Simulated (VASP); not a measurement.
# Te in VASP: a series of runs

Te is run at these levels: PBE+D3(BJ); tasks: single point, relaxation of cell and atoms.

Everything below comes from runs of VASP 6.6.1. Logs are shortened: lines on timing, memory, paths and dates and some standing lists are left out, and cuts for length are marked.

### Step 1. The cell of the first run

The typed cell holds 2 atoms: a = 3.851 Å, b = 3.851 Å, c = 4.495 Å, α = 90.00°, β = 90.00°, γ = 120.00°.

### Step 2. Single point, PBE+D3(BJ)

Contents of INCAR:

```
SYSTEM = Te
ALGO = Normal ; EDIFF = 1E-6
ENCUT = 520 ; GGA = PE
ISIF = 2 ; ISMEAR = 0
IVDW = 12 ; LASPH = .TRUE.
LCHARG = .TRUE. ; LELF = .TRUE.
LREAL = .FALSE. ; LVHAR = .TRUE.
LWAVE = .FALSE. ; NBANDS = 13
NELM = 80 ; PREC = Accurate
SIGMA = 0.1
```

Contents of KPOINTS:

```
k-points
0
G
  6 6 4
  0 0 0
```

Contents of POSCAR:

```
Te
1.0
    3.8507540021      0.0000000000      0.0000000000
   -1.9253770010      3.3348507895      0.0000000000
    0.0000000000      0.0000000000      4.4950832367
Te
2
Direct
    0.6666666667      0.3333333333      0.2499795943
    0.3333333333      0.6666666667      0.7500204057
```

Potentials or basis: VASP PAW PBE potentials, release 64 (Te).

Started as:

```console
$ cat potpaw_PBE.64/Te/POTCAR > POTCAR
$ mpirun -np 1 vasp_std > vasp.out
```

OUTCAR:

```text
SYSTEM = Te
   EDIFF = 1E-6
   ENCUT = 520
   GGA = PE
   ISIF = 2
   ISMEAR = 0
   IVDW = 12
   LASPH = .TRUE.
   LREAL = .FALSE.
   NELM = 80
   PREC = Accurate
 IVDW          = 12

 ion  position               nearest neighbor table
   1  0.667  0.333  0.250-   2 3.16   2 3.16   2 3.16   2 3.16   2 3.16   2 3.16
   2  0.333  0.667  0.750-   1 3.16   1 3.16   1 3.16   1 3.16   1 3.16   1 3.16

  LATTYP: Found a hexagonal cell.
 ALAT       =     3.8507540021
 C/A-ratio  =     1.1673254729

  Lattice vectors:

 A1 = (   3.8507540021,   0.0000000000,   0.0000000000)
 A2 = (  -1.9253770010,   3.3348507895,   0.0000000000)
 A3 = (   0.0000000000,   0.0000000000,   4.4950832367)

Analysis of symmetry for initial positions (statically):
=====================================================================
 Subroutine PRICEL returns:
 Original cell was already a primitive cell.

 Routine SETGRP: Setting up the symmetry group for a
 hexagonal supercell.

 Subroutine GETGRP returns: Found 12 space group operations
 (whereof 12 operations were pure point group operations)
 out of a pool of 24 trial point group operations.

The static configuration has the point symmetry D_3d.

Analysis of symmetry for dynamics (positions and initial velocities):
=====================================================================
 Subroutine PRICEL returns:
 Original cell was already a primitive cell.

 Routine SETGRP: Setting up the symmetry group for a
 hexagonal supercell.

 Subroutine GETGRP returns: Found 12 space group operations
 (whereof 12 operations were pure point group operations)
 out of a pool of 24 trial point group operations.

The dynamic configuration has the point symmetry D_3d.

 Subroutine INISYM returns: Found 12 space group operations
 (whereof 12 operations are pure point group operations),
 and found     1 'primitive' translations

----------------------------------------------------------------------------------------

                                     Primitive cell

  volume of cell :      57.7245

  direct lattice vectors                    reciprocal lattice vectors
     3.850754002  0.000000000  0.000000000     0.259689401  0.149931746  0.000000000
    -1.925377001  3.334850789  0.000000000     0.000000000  0.299863491  0.000000000
     0.000000000  0.000000000  4.495083237     0.000000000  0.000000000  0.222465291

  length of vectors
     3.850754002  3.850754002  4.495083237     0.299863491  0.299863491  0.222465291

  position of ions in fractional coordinates (direct lattice)
[... 89 lines left out ...]
   NELECT =      12.0000    total number of electrons
   NUPDOWN=      -1.0000    fix difference up-down
   EMIN   =  10.00;   EMAX   =-10.00  energy-range for DOS
   EFERMI =   0.00;   METHOD = LEGACY
   ISMEAR =     0;   SIGMA  =   0.10  broadening in eV -4-tet -1-fermi 0-gaus
   EFERMI_NEDOS =   21; number of points for ismear=-14 and -15
   IALGO  =     38    algorithm
   IMIX   =      4    mixing-type and parameters
     AMIX     =   0.40;   BMIX     =  1.00
     AMIX_MAG =   1.60;   BMIX_MAG =  1.00
  volume/ion in A,a.u.               =      28.86       194.77
  Fermi-wavevector in a.u.,A,eV,Ry     =   0.969799  1.832655 12.796429  0.940511
  Thomas-Fermi vector in A             =   2.099882
   LORBIT       =      0    0 simple, 1 ext, 2 COOP (PROOUT), +10 PAW based schemes
   GGA     = PE    functional components
   LHFCALC =     F    Hartree Fock is set to
   AEXX    =    0.0000 exact exchange contribution
   IVDW    =    12    specifies the selected vdW correction
   LEPSILON=     F    determine dielectric tensor
   LRPA    =     F    only Hartree local field effects (RPA)
 non-spin polarized calculation
 Gauss-broadening in eV      SIGMA  =   0.10
  energy-cutoff  :      520.00
  volume of cell :       57.72
 maximum number of plane-waves:      1576
 NGX is ok and might be reduce to    30
   NGX = 15   NGY = 15   NGZ = 17

 number of electron      12.0000000 magnetization

 Free energy of the ion-electron system (eV)
  ---------------------------------------------------
  ext. energy  EPLUGINS =         0.00000000
  ---------------------------------------------------
  free energy    TOTEN  =        -5.88397370 eV

  energy without entropy =       -5.88359526  energy(sigma->0) =       -5.88378448

 E-fermi :   7.6446     XC(G=0):  -9.9325

 val. band max:        7.5191816032   @ k =   0.0000   0.0000   0.5000
 cond. band min:       7.7886595554   @ k =   0.0000   0.0000   0.5000
 fundamental gap:      0.2694779523
 Fermi energy:         7.6445542794

 k-point     1 :       0.0000    0.0000    0.0000
  band No.  band energies     occupation
      1      -6.3423      2.00000
      2      -0.9762      2.00000
      3       2.5688      2.00000
      4       6.4407      2.00000
      5       6.4407      2.00000
      6       9.1020      0.00000
      7       9.1020      0.00000
      8      11.1872      0.00000
      9      11.7110      0.00000
     10      14.1777      0.00000
     11      15.8944      0.00000
     12      15.8944      0.00000
     13      17.2248      0.00000
[... 354 lines left out ...]
  band No.  band energies     occupation
      1      -3.0203      2.00000
      2      -3.0203      2.00000
      3       2.1884      2.00000
      4       2.1884      2.00000
      5       4.2848      2.00000
      6       4.2860      2.00000
      7      11.2658      0.00000
      8      11.2658      0.00000
      9      16.5579      0.00000
     10      16.5587      0.00000
     11      17.8141      0.00000
     12      17.8141      0.00000
     13      18.1694      0.00000

------------------------ aborting loop because EDIFF is reached ----------------------------------------

 Edisp (eV)   -1.01347

 E8    (eV) :    -0.4633

  FORCE on cell =-STRESS in cart. coord.  units (eV):
  Direction    XX          YY          ZZ          XY          YZ          ZX
  --------------------------------------------------------------------------------------
  -------------------------------------------------------------------------------------
  Total      -0.03917    -0.03917    -0.02797    -0.00000     0.00000     0.00000
  in kB      -1.08730    -1.08730    -0.77627    -0.00000     0.00000     0.00000
  external pressure =       -0.98 kB  Pullay stress =        0.00 kB

 VOLUME and BASIS-vectors are now :
 -----------------------------------------------------------------------------
  energy-cutoff  :      520.00
  volume of cell :       57.72
      direct lattice vectors                 reciprocal lattice vectors
     3.850754002  0.000000000  0.000000000     0.259689401  0.149931746  0.000000000
    -1.925377001  3.334850789  0.000000000     0.000000000  0.299863491  0.000000000
     0.000000000  0.000000000  4.495083237     0.000000000  0.000000000  0.222465291

 POSITION                                       TOTAL-FORCE (eV/Angst)
 -----------------------------------------------------------------------------------
      1.92538      1.11162      1.12368         0.000000      0.000000      0.000925
     -0.00000      2.22323      3.37140        -0.000000      0.000000     -0.000925
 -----------------------------------------------------------------------------------
    total drift:                                0.000000     -0.000000      0.000000

  FREE ENERGIE OF THE ION-ELECTRON SYSTEM (eV)
  ---------------------------------------------------
  free  energy   TOTEN  =        -6.8974475540 eV

  energy  without entropy=       -6.8970691127  energy(sigma->0) =       -6.89725833
```

Wall time 18 s (1 thread of Intel Xeon 6975P-C, shared host); peak memory 0.18 GiB.

What came out:

* Free energy: -6.8974 eV
* Pressure: -0.1 GPa
* Band gap on the k mesh: zero (band 6 reaches 9.10 eV, above the bottom of band 7 at 6.05 eV)
* Dispersion energy per atom: -0.507 eV

Caveat: spin-orbit coupling is left out, which moves the levels of the heavy elements; pairwise dispersion overbinds metals, which lowers pressure and volume.

### Step 3. Single point, PBE+D3(BJ)

This run uses another cell than the first one, of 29.55 Å³/atom, 1.024 times its volume.

Contents of INCAR:

```
PREC     = Accurate       # precision mode
ENCUT    = 520            # plane-wave cutoff, eV
EDIFF    = 1E-6           # SCF threshold, eV
ISMEAR   = 0              # smearing method
SIGMA    = 0.1            # smearing width, eV
LREAL    = False          # projectors in reciprocal space
LASPH    = True           # aspherical terms in the spheres
NELM     = 60             # most SCF steps
ALGO     = Normal         # electronic algorithm
ISIF     = 2              # what is computed and relaxed
LWAVE    = False          # write WAVECAR
LCHARG   = False          # write CHGCAR
GGA      = PE             # functional
IVDW     = 12             # dispersion correction
NBANDS   = 13             # bands
```

Contents of KPOINTS:

```
Automatic mesh
0
Gamma
  18 18 12
```

Contents of POSCAR:

```
Te
1.0
    3.9313212482      0.0000000000      0.0000000000
   -1.9656606241      3.4046240714      0.0000000000
    0.0000000000      0.0000000000      4.4153247477
Te
2
Direct
    0.6666666667      0.3333333333      0.2500000000
    0.3333333333      0.6666666667      0.7500000000
```

Potentials or basis: VASP PAW PBE potentials, release 64 (Te).

Started as:

```console
$ cat potpaw_PBE.64/Te/POTCAR > POTCAR
$ mpirun -np 1 vasp_std > vasp.out
```

It took 2.2 min on 1 thread of Intel Xeon 6975P-C, shared host; peak memory 0.31 GiB.

The run converged. Its results:

```
Free energy                : -6.8853 eV
Pressure                   : -0.1 GPa
Band gap on the k mesh     : zero (band 6 reaches 8.63 eV, above the bottom of band 7 at 5.95 eV)
Dispersion energy per atom : -0.495 eV
```

Levels at points of the mesh, in eV from the Fermi level:
| k point | band 4 | band 5 | band 6 | band 7 | band 8 | band 9 |
| --- | --- | --- | --- | --- | --- | --- |
| (0.00, 0.00, 0.00) | -1.69 | -1.69 | 1.07 | 1.07 | 3.15 | 3.66 |
| (0.50, 0.00, 0.00) | -3.31 | -2.89 | -1.16 | -0.81 | 2.19 | 2.85 |
| (0.00, 0.00, 0.50) | -0.45 | -0.27 | -0.27 | -0.27 | -0.27 | 6.57 |
| (0.50, 0.00, 0.50) | -5.81 | -1.40 | -1.40 | 1.03 | 1.03 | 7.10 |

Caveat: spin-orbit coupling is left out, which moves the levels of the heavy elements; pairwise dispersion overbinds metals, which lowers pressure and volume.

### Step 4. Relaxation of cell and atoms, PBE+D3(BJ)

Contents of INCAR:

```
SYSTEM = Te
ALGO = Normal
EDIFF = 1E-6
EDIFFG = -0.01
ENCUT = 600
GGA = PE
IBRION = 2
ISIF = 3
ISMEAR = 0
IVDW = 12
LASPH = .TRUE.
LCHARG = .FALSE.
LREAL = .FALSE.
LWAVE = .FALSE.
NELM = 80
NSW = 100
PREC = Accurate
SIGMA = 0.1
```

Contents of KPOINTS:

```
k-points
0
G
  18 18 12
  0 0 0
```

Contents of POSCAR:

```
Te
1.0
    3.8507540021      0.0000000000      0.0000000000
   -1.9253770010      3.3348507895      0.0000000000
    0.0000000000      0.0000000000      4.4950832367
Te
2
Direct
    0.6666666667      0.3333333333      0.2500000000
    0.3333333333      0.6666666667      0.7500000000
```

Started as:

```console
$ cat potpaw_PBE.64/Te/POTCAR > POTCAR
$ mpirun -np 1 vasp_std > vasp.out
```

Run time: 4.7 min. Hardware: 1 thread of Intel Xeon 6975P-C, shared host; peak memory 0.34 GiB.

Results (log left out):

* Free energy: -6.8852 eV
* Relaxed volume: 29.50 Å³/atom
* Relaxed cell: a = 3.927 Å, b = 3.927 Å, c = 4.417 Å, α = 90.00°, β = 90.00°, γ = 120.00°
* Space group after relaxing (to 0.05 Å): P6_3/mmc (No. 194)
* Energy gained by relaxing: 2.3 meV/atom
* Ionic steps: 5
* Pressure after relaxing: 0.0 GPa
* Band gap on the k mesh: zero (band 6 reaches 8.66 eV, above the bottom of band 7 at 5.97 eV)
* Dispersion energy per atom: -0.496 eV

The path:
| step | energy change (eV) | largest force (eV/Å) | pressure (GPa) | volume (Å³) |
| --- | --- | --- | --- | --- |
| 1 | 0.0000 | 0.0000 | 0.37 | 57.72 |
| 2 | -0.0018 | 0.0000 | -0.04 | 58.29 |
| 3 | -0.0023 | 0.0000 | -0.42 | 58.84 |
| 4 | -0.0034 | 0.0000 | -0.30 | 58.89 |
| 5 | -0.0045 | 0.0000 | 0.00 | 58.99 |

Final structure:
```
Te
1.0
     3.92693    0.00000    0.00000
    -1.96347    3.40083    0.00000
     0.00000    0.00000    4.41735
Te
2
Direct
  0.66667 0.33333 0.25000
  0.33333 0.66667 0.75000
```

Levels at points of the mesh, in eV from the Fermi level:
| k point | band 4 | band 5 | band 6 | band 7 | band 8 | band 9 |
| --- | --- | --- | --- | --- | --- | --- |
| (0.00, 0.00, 0.00) | -1.68 | -1.68 | 1.08 | 1.08 | 3.16 | 3.67 |
| (0.50, 0.00, 0.00) | -3.30 | -2.90 | -1.18 | -0.81 | 2.19 | 2.85 |
| (0.00, 0.00, 0.50) | -0.44 | -0.26 | -0.26 | -0.26 | -0.26 | 6.58 |
| (0.50, 0.00, 0.50) | -5.81 | -1.39 | -1.39 | 1.03 | 1.03 | 7.09 |

Caveat: spin-orbit coupling is left out, which moves the levels of the heavy elements; pairwise dispersion overbinds metals, which lowers pressure and volume.

### Step 5. Overview

```tsv
task	cell	k mesh	cutoff (eV)	gap on the mesh (eV)	pressure (GPa)
single point	a = 3.851, b = 3.851, c = 4.495 Å, angles 90.0, 90.0, 120.0°, 2 atoms	6 × 6 × 4	520	none	-0.1
single point	a = 3.931, b = 3.931, c = 4.415 Å, angles 90.0, 90.0, 120.0°, 2 atoms	18 × 18 × 12	520	none	-0.1
relaxation of cell and atoms	relaxed from a = 3.851, b = 3.851, c = 4.495 Å, angles 90.0, 90.0, 120.0°, 2 atoms	18 × 18 × 12	600	none	0.0
```

Alike in all rows: level PBE+D3(BJ); potentials or basis VASP PAW PBE potentials, release 64 (Te); no spin polarisation; smearing gaussian 0.1 eV.

Caveats: spin-orbit coupling is left out, which moves the levels of the heavy elements; pairwise dispersion overbinds metals, which lowers pressure and volume.

Absolute energies hang on the potentials; compare differences alone.
